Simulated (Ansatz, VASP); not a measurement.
**Two plane-wave programs on Ga2O3**

The input POSCAR:

```
Ga2O3
1.0
    2.9909457806      0.0000000000      0.0000000000
   -1.4954728903      2.5902350273      0.0000000000
    0.0000000000      0.0000000000      6.8458074855
Ga O
2 3
Direct
    0.3333333333      0.6666666667      0.2039192948
    0.6666666667      0.3333333333      0.7960807052
    0.0000000000      0.0000000000      0.0000000000
    0.3333333333      0.6666666667      0.6915990720
    0.6666666667      0.3333333333      0.3084009280
```

INCAR.step1

```
SYSTEM = Ga2O3
  ALGO = Normal
  EDIFF = 1E-5
  ENCUT = 520
  GGA = PE
  ISIF = 2
  ISMEAR = 0
  LASPH = .TRUE.
  LCHARG = .FALSE.
  LREAL = .FALSE.
  LWAVE = .TRUE.
  NBANDS = 30
  NELM = 80
  PREC = Accurate
  SIGMA = 0.01
```

INCAR.step2

```
SYSTEM = Ga2O3
  AEXX = 0.25
  ALGO = Normal
  EDIFF = 1E-6
  ENCUT = 520
  ISIF = 2
  ISMEAR = 0
  ISTART = 1
  LASPH = .TRUE.
  LCHARG = .FALSE.
  LHFCALC = .TRUE.
  LMIXTAU = .TRUE.
  LREAL = .FALSE.
  LWAVE = .FALSE.
  METAGGA = R2SCAN
  NBANDS = 30
  NELM = 80
  PREC = Accurate
  PRECFOCK = Fast
  SIGMA = 0.01
```

The input KPOINTS:

```
k-points
0
G
  6 6 2
  0 0 0
```

Input for Ansatz:

```yaml
crystal:
  lattice:
    - [2.9909457806, 0.0, 0.0]
    - [-1.4954728903, 2.5902350273, 0.0]
    - [0.0, 0.0, 6.8458074855]
  atoms:
    - { symbol: Ga, position: [0.3333333333, 0.6666666667, 0.2039192948] }
    - { symbol: Ga, position: [0.6666666667, 0.3333333333, 0.7960807052] }
    - { symbol: O, position: [0.0, 0.0, 0.0] }
    - { symbol: O, position: [0.3333333333, 0.6666666667, 0.691599072] }
    - { symbol: O, position: [0.6666666667, 0.3333333333, 0.308400928] }
kpoints:
  mp_grid: { grid: [6, 6, 2] }
  band_path:
    path:
      - [0.0, 0.0, 0.0]
      - [0.5, 0.0, 0.0]
      - [0.3333333333, 0.3333333333, 0.0]
      - [0.0, 0.0, 0.5]
      - [0.5, 0.0, 0.5]
      - [0.3333333333, 0.3333333333, 0.5]
    npoints: 1
hamiltonian:
  xc: r2scan0
scf:
  occupations: { method: fixed }
  n_extra_bands: 5
output:
  forces: true
  stress: true
  eigenvalues: true
```

Alike in both runs: task single point; functional r2SCAN0; k mesh 6 × 6 × 2; no spin polarisation.

|  | VASP | Ansatz |
| --- | --- | --- |
| version | VASP 6.6.1 | Ansatz 0.2.0 |
| potentials or method | VASP PAW PBE potentials, release 64 (Ga_d, O) | plane waves, PAW |
| plane-wave cutoff (eV) | 520 | 500 |
| occupations | gaussian, width 0.01 eV | fixed |
| valence electrons in the cell | 44 | 44 |

```tsv
	VASP	Ansatz	Ansatz less VASP
gap on the k mesh at the Fermi level (eV)	5.34	5.34	+0.001
pressure (GPa)	-3.4	-5.2	-1.76
traceless stress, the component that is largest in VASP (GPa)	0.18	1.18	+0.997
rms of the force components (eV/Å)	0.155	0.180	+0.0253
```

VASP's potentials were made for PBE, not for r2SCAN0. Atom by atom the forces differ by 0.029 eV/Å (rms over components). Ansatz's warnings: stress exchange threshold loose, stress scf threshold loose.

The k mesh is coarse, so the values compare programs but aren't converged.
